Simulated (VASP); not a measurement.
# TaN in VASP: a series of runs, part 2 of 4

VASP 6.6.1. Earlier steps stand in the parts before.

### Step 3. Electric field gradients, PBE (equal xy, yz and zx shear strains of -1 %)

The input, INCAR:

```
SYSTEM = TaN
  ALGO = Normal
  EDIFF = 1E-8
  ENCUT = 520
  GGA = PE
  ISIF = 2
  ISMEAR = -1
  LASPH = .True.
  LCHARG = .False.
  LEFG = .True.
  LREAL = .False.
  LWAVE = .False.
  NBANDS = 24
  NELM = 100
  PREC = Accurate
  SIGMA = 0.01
```

The input, KPOINTS:

```
k-points
0
Gamma
  9 9 5
  0 0 0
```

The input, POSCAR:

```
TaN
1.0
    3.0500010905     -0.0152500054     -0.0152500054
   -1.5382074374      2.6490034287     -0.0055818894
   -0.0247000000     -0.0247000000      4.9400000000
Ta N
2 2
Direct
    0.3333333333      0.6666666667      0.0000000000
    0.6666666667      0.3333333333      0.5000000000
    0.3333333333      0.6666666667      0.3850000000
    0.6666666667      0.3333333333      0.8850000000
```

Potentials or basis: VASP PAW PBE potentials, release 64 (Ta_pv, N).

Launch:

```bash
cat potpaw_PBE.64/Ta_pv/POTCAR potpaw_PBE.64/N/POTCAR > POTCAR
mpirun -np 1 vasp_std > vasp.out
```

OUTCAR:

```text
SYSTEM = TaN
   EDIFF = 1E-8
   ENCUT = 520
   GGA = PE
   ISIF = 2
   ISMEAR = -1
   LASPH = .True.
   LREAL = .False.
   NELM = 100
   PREC = Accurate

 ion  position               nearest neighbor table
   1  0.333  0.667  0.000-   4 1.84   4 1.86   4 1.86   3 1.90   2 3.01   2 3.02   2 3.03   2 3.04
                             2 3.05   2 3.05
   2  0.667  0.333  0.500-   3 1.84   3 1.85   3 1.86   4 1.90   1 3.01   1 3.02   1 3.03   1 3.04
                             1 3.05   1 3.05
   3  0.333  0.667  0.385-   2 1.84   2 1.85   2 1.86   1 1.90
   4  0.667  0.333  0.885-   1 1.84   1 1.86   1 1.86   2 1.90

  LATTYP: Found a triclinic cell.
 ALAT       =     3.0368752217
 B/A-ratio  =     1.0043472704
 C/A-ratio  =     1.6267127023
 COS(alpha) =     0.0099745013
 COS(beta)  =     0.0136846555
 COS(gamma) =     0.4934979113

  Lattice vectors:

 A1 = (   1.5117936531,   2.6337534233,  -0.0208318948)
 A2 = (   3.0500010905,  -0.0152500054,  -0.0152500054)
 A3 = (   0.0247000000,   0.0247000000,  -4.9400000000)

Analysis of symmetry for initial positions (statically):
=====================================================================
 Subroutine PRICEL returns:
 Original cell was already a primitive cell.

 Routine SETGRP: Setting up the symmetry group for a
 triclinic supercell.

 Subroutine GETGRP returns: Found  1 space group operations
 (whereof  1 operations were pure point group operations)
 out of a pool of  2 trial point group operations.

The static configuration has the point symmetry C_1 .

Analysis of symmetry for dynamics (positions and initial velocities):
=====================================================================
 Subroutine PRICEL returns:
 Original cell was already a primitive cell.

 Routine SETGRP: Setting up the symmetry group for a
 triclinic supercell.

 Subroutine GETGRP returns: Found  1 space group operations
 (whereof  1 operations were pure point group operations)
 out of a pool of  2 trial point group operations.

The dynamic configuration has the point symmetry C_1 .

 Subroutine INISYM returns: Found  1 space group operations
 (whereof  1 operations are pure point group operations),
 and found     1 'primitive' translations

----------------------------------------------------------------------------------------

                                     Primitive cell

  volume of cell :      39.7947

  direct lattice vectors                    reciprocal lattice vectors
     3.050001090 -0.015250005 -0.015250005     0.328836491  0.190952280  0.002598944
    -1.538207437  2.649003429 -0.005581889     0.001902559  0.378609231  0.001902559
    -0.024700000 -0.024700000  4.940000000     0.001017283  0.001017283  0.202439323

  length of vectors
     3.050077340  3.063222559  4.940123498     0.380266966  0.378618791  0.202444435

  position of ions in fractional coordinates (direct lattice)
     0.333333333  0.666666667  0.000000000
     0.666666667  0.333333333  0.500000000
     0.333333333  0.666666667  0.385000000
     0.666666667  0.333333333  0.885000000

  ion indices of the primitive-cell ions
   primitive index   ion index
                 1           1
                 2           2
[... 90 lines left out ...]
   EFERMI_NEDOS =   21; number of points for ismear=-14 and -15
   IALGO  =     38    algorithm
   IMIX   =      4    mixing-type and parameters
     AMIX     =   0.40;   BMIX     =  1.00
     AMIX_MAG =   1.60;   BMIX_MAG =  1.00
  volume/ion in A,a.u.               =       9.95        67.14
  Fermi-wavevector in a.u.,A,eV,Ry     =   1.522357  2.876838 31.532468  2.317571
  Thomas-Fermi vector in A             =   2.630947
   LORBIT       =      0    0 simple, 1 ext, 2 COOP (PROOUT), +10 PAW based schemes
   GGA     = PE    functional components
   LHFCALC =     F    Hartree Fock is set to
   AEXX    =    0.0000 exact exchange contribution
   IVDW    =     0    specifies the selected vdW correction
   LEPSILON=     F    determine dielectric tensor
   LRPA    =     F    only Hartree local field effects (RPA)
 non-spin polarized calculation
  energy-cutoff  :      520.00
  volume of cell :       39.79
 maximum number of plane-waves:      1093
   NGX = 11   NGY = 11   NGZ = 19

 number of electron      32.0000001 magnetization

 Free energy of the ion-electron system (eV)
  ---------------------------------------------------
  ext. energy  EPLUGINS =         0.00000000
  ---------------------------------------------------
  free energy    TOTEN  =       -37.65110549 eV

  energy without entropy =      -37.65022458  energy(sigma->0) =      -37.65066503

 E-fermi :   9.8077     XC(G=0): -13.5443

 val. band max:        9.8071824498   @ k =  -0.3333   0.2222   0.4000
 cond. band min:       9.8120477699   @ k =  -0.2222   0.2222   0.0000
 fundamental gap:      0.0048653201
 Fermi energy:         9.8076960616

 k-point     1 :       0.0000    0.0000    0.0000
  band No.  band energies     occupation
      1     -26.3290      2.00000
      2     -25.2283      2.00000
      3     -25.2249      2.00000
      4     -25.0356      2.00000
      5     -25.0333      2.00000
      6     -24.9721      2.00000
[... 637 lines left out ...]
     23      16.7115      0.00000
     24      17.9998      0.00000

 [... further k-points ...]

------------------------ aborting loop because EDIFF is reached ----------------------------------------

  FORCE on cell =-STRESS in cart. coord.  units (eV):
  Direction    XX          YY          ZZ          XY          YZ          ZX
  --------------------------------------------------------------------------------------
  -------------------------------------------------------------------------------------
  Total       37.0115077     36.9975121     30.6339090      0.5934567      0.1976795      0.2001016
  in kB     1490.1242101   1489.5607323   1233.3550375     23.8932220      7.9587965      8.0563108
  external PRESSURE =    1404.3466599 kB  Pullay stress =       0.0000000 kB

 VOLUME and BASIS-vectors are now :
 -----------------------------------------------------------------------------
  energy-cutoff  :      520.00
  volume of cell :       39.79
      direct lattice vectors                 reciprocal lattice vectors
     3.050001090 -0.015250005 -0.015250005     0.328836491  0.190952280  0.002598944
    -1.538207437  2.649003429 -0.005581889     0.001902559  0.378609231  0.001902559
    -0.024700000 -0.024700000  4.940000000     0.001017283  0.001017283  0.202439323

 POSITION                                       TOTAL-FORCE (eV/Angst)
 -----------------------------------------------------------------------------------
     -0.00880      1.76092     -0.00880         0.670911      0.241782      2.340941
      1.50825      0.86048      2.45797        -0.203394      0.225557      2.328937
     -0.01831      1.75141      1.89310         0.154571     -0.228440     -2.331282
      1.49874      0.85097      4.35987        -0.622088     -0.238899     -2.338595
 -----------------------------------------------------------------------------------
    total drift:                                0.000014      0.000097      0.000383

  FREE ENERGIE OF THE ION-ELECTRON SYSTEM (eV)
  ---------------------------------------------------
  free  energy   TOTEN  =       -37.6511054930 eV

  energy  without entropy=      -37.6502245757  energy(sigma->0) =      -37.65066503

 Electric field gradients (V/A^2)
---------------------------------------------------------------------
 ion       V_xx      V_yy      V_zz      V_xy      V_xz      V_yz
---------------------------------------------------------------------
   1     -66.974   -56.990   123.964   -13.035    -8.856     1.873
   2     -56.185   -67.532   123.717    -2.335    12.962     2.513
   3      -5.090    -5.892    10.982    -0.052     0.527    -0.239
   4      -5.849    -5.113    10.963    -0.797    -1.004    -0.241
---------------------------------------------------------------------

 Electric field gradients after diagonalization (V/A^2)
 (convention: |V_zz| > |V_xx| > |V_yy|)
----------------------------------------------------------------------
 ion       V_xx      V_yy      V_zz     asymmetry (V_yy - V_xx)/ V_zz
----------------------------------------------------------------------
   1     -76.136   -48.272   124.408       0.224
   2     -68.131   -56.543   124.674       0.093
   3      -5.898    -5.105    11.003       0.072
   4      -6.415    -4.610    11.025       0.164
----------------------------------------------------------------------

           NMR quadrupolar parameters

 Cq : quadrupolar parameter    Cq=e*Q*V_zz/h
 eta: asymmetry parameters     (V_yy - V_xx)/ V_zz
 Q  : nuclear electric quadrupole moment in mb (millibarn)
----------------------------------------------------------------------
 ion       Cq(MHz)       eta       Q (mb)
----------------------------------------------------------------------
   1       0.301       0.224       1.000
   2       0.301       0.093       1.000
   3       0.027       0.072       1.000
   4       0.027       0.164       1.000
----------------------------------------------------------------------
```

stdout:

```text
POSCAR found type information on POSCAR TaN
 POSCAR found :  2 types and       4 ions
 scaLAPACK will be used
 LDA part: xc-table for (Slater+PW92), standard interpolation
 POSCAR, INCAR and KPOINTS ok, starting setup
 FFT: planning ... GRIDC
 FFT: planning ... GRID_SOFT
 FFT: planning ... GRID
 WAVECAR not read
 entering main loop
ion   1
     0.0000657     0.2636459    -0.0486128    -1.7645534     0.2481077     0.1582948
     0.0000905     0.2636459    -0.0486128    -1.7645534     0.2481077     0.1582948
     0.0001247     0.2636459    -0.0486128    -1.7645534     0.2481077     0.1582948
     0.0001717     0.2636459    -0.0486128    -1.7645535     0.2481077     0.1582948

     0.0000657    12.3476130    -1.6810654  -100.0380881     8.3661100     4.7817770
     0.0000905    12.3442241    -1.6794537  -100.0011474     8.3649067     4.7806837
     0.0001247    12.3391501    -1.6769212   -99.9449053     8.3631650     4.7790565
     0.0001717    12.3315930    -1.6729597   -99.8596533     8.3606662     4.7766482
[... 23 lines left out ...]
ion   4
     0.0000281     0.4818157     0.0921345    -4.7681897     0.4939774     0.2431673
     0.0000381     0.4818157     0.0921345    -4.7681897     0.4939774     0.2431673
     0.0000517     0.4818157     0.0921345    -4.7681896     0.4939774     0.2431673
     0.0000701     0.4818157     0.0921345    -4.7681896     0.4939774     0.2431673

     0.0000281     1.0533970     0.2210513   -10.0947132     1.0757111     0.5243939
     0.0000381     1.0533969     0.2210513   -10.0947122     1.0757110     0.5243939
     0.0000517     1.0533967     0.2210513   -10.0947106     1.0757108     0.5243938
     0.0000701     1.0533964     0.2210512   -10.0947078     1.0757105     0.5243936
```

Wall time 2.1 min (1 thread of Intel Xeon Platinum 8259CL at 2.50GHz (Skylake/Cascade Lake), shared host); peak memory 0.29 GiB.

What came out:

```yaml
Free_energy: -37.6511 eV
Pressure: 140.4 GPa
Largest_force: 2.447 eV/Å
Band_gap_on_the_k_mesh: zero (band 16 reaches 10.38 eV, above the bottom of band 17 at 8.17 eV)
```

Forces in eV/Å, atoms in the order of the input:
```
Ta   0.671  0.242  2.341
Ta  -0.203  0.226  2.329
N    0.155 -0.228 -2.331
N   -0.622 -0.239 -2.339
```

Stress tensor (GPa, compression positive):
```
149.01   2.39   0.81
  2.39 148.96   0.80
  0.81   0.80 123.34
```

Electric field gradients, principal values (V/Å²):
```
atom    least   middle  greatest (by size)
1 Ta  -48.272  -76.136             124.408
2 Ta  -56.543  -68.131             124.674
 3 N   -5.105   -5.898              11.003
 4 N   -4.610   -6.415              11.025
```

Caveat: the cell differs from its parent crystal (equal xy, yz and zx shear strains of -1 %); without QUAD_EFG the Cq values of the log hold for a quadrupole moment of 1 mb, not for the nuclei; spin-orbit coupling is left out, which moves the levels of the heavy elements; forces of over 1 eV/Å act on the atoms, so gaps and moduli don't describe the material at rest.

(Continued in part 3 of 4.)
